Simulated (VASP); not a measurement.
Wanted: the native input for a VASP 6.6.1 run.

| Quantity | Value |
| --- | --- |
| Task | single point |
| Functional | r2SCAN |
| Potentials or basis | VASP PAW PBE potentials, release 64 (Na_pv, Cl) |
| Cutoff | 520 eV |
| k mesh | 6 × 6 × 6 |
| Occupations | gaussian, width 0.05 eV |
| Spin | no spin polarisation |
| Dipole correction | no |
| Further INCAR settings | ALGO = Normal; EDIFF = 1e-06; NBANDS = 14 |

NaCl:

```xyz
2
Lattice="0.0000 2.8479 2.8479 2.8479 0.0000 2.8479 2.8479 2.8479 0.0000" Properties=species:S:1:pos:R:3 pbc="T T T"
Na    0.0000    0.0000    0.0000
Cl    2.8479    2.8479    2.8479
```

One way to write it, as run:

POSCAR

```
NaCl
1.0
    0.0000000000      2.8479327392      2.8479327392
    2.8479327392      0.0000000000      2.8479327392
    2.8479327392      2.8479327392      0.0000000000
Na Cl
1 1
Direct
    0.0000000000      0.0000000000      0.0000000000
    0.5000000000      0.5000000000      0.5000000000
```

INCAR.step1

```
ALGO = Normal ; EDIFF = 1E-4
ENCUT = 520 ; GGA = PE
ISMEAR = 0 ; LASPH = T
LCHARG = F ; LREAL = F
LWAVE = T ; NBANDS = 14
NELM = 60 ; PREC = Accurate
SIGMA = 0.05
```

INCAR.step2

```
ALGO = Normal ; EDIFF = 1E-6
ENCUT = 520 ; ISIF = 2
ISMEAR = 0 ; ISTART = 1
LASPH = T ; LCHARG = F
LMIXTAU = T ; LREAL = F
LWAVE = F ; METAGGA = R2SCAN
NBANDS = 14 ; NELM = 60
PREC = Accurate ; SIGMA = 0.05
```

KPOINTS

```
k-points
0
Gamma
  6 6 6
```

Potentials or basis: VASP PAW PBE potentials, release 64 (Na_pv, Cl).

Launch:

```sh
$ cat potpaw_PBE.64/Na_pv/POTCAR potpaw_PBE.64/Cl/POTCAR > POTCAR
$ cp INCAR.step1 INCAR
$ mpirun -np 1 vasp_std > vasp.out
$ cp INCAR.step2 INCAR
$ mpirun -np 1 vasp_std > vasp.out
```

Results of the run:

```
Pressure               : -1.4 GPa
Band gap on the k mesh : 5.80 eV, direct
```

Caveat: the PAW data sets were made with another functional, which shifts forces and pressure a little.

It took 21 s on 1 thread of Intel(R) Xeon(R) 6975P-C (Granite Rapids), on a shared host, peak memory 0.16 GiB.
